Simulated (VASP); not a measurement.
A run of VASP 6.6.1:

File INCAR:

```
SYSTEM = GdIrF
PREC = Accurate
ENCUT = 520
EDIFF = 1E-6
ISMEAR = 0
SIGMA = 0.1
LREAL = .FALSE.
LASPH = .TRUE.
NELM = 150
ALGO = Normal
ISIF = 2
LWAVE = .FALSE.
LCHARG = .FALSE.
ISPIN = 2
MAGMOM = 7 1 0
LORBIT = 11
LMAXMIX = 6
GGA = PE
NBANDS = 28
```

KPOINTS

```
Automatic mesh
0
G
  4 4 4
  0 0 0
```

File POSCAR:

```
GdIrF
1.0
    3.6825633875      0.0000000000      0.0000000000
    0.0000000000      3.6825633875      0.0000000000
    0.0000000000      0.0000000000      4.3121282255
Gd Ir F
1 1 1
Direct
    0.5000000000      0.5000000000      0.5000000000
    0.0000000000      0.0000000000      0.0000000000
    0.5000000000      0.5000000000      0.0000000000
```

Potentials or basis: VASP PAW PBE potentials, release 64 (Gd, Ir, F).

Run with:

```bash
$ cat potpaw_PBE.64/Gd/POTCAR potpaw_PBE.64/Ir/POTCAR potpaw_PBE.64/F/POTCAR > POTCAR
$ mpirun -np 1 vasp_std > vasp.out
```

Hardware: 1 thread of Intel(R) Xeon(R) 6975P-C (Granite Rapids), with other jobs on the host.

Estimate the wall time of this run.

Wall time 64 s on 1 thread of Intel(R) Xeon(R) 6975P-C (Granite Rapids) (shared host), peak memory 0.23 GiB. Counts: scf iterations 35, k points 18.
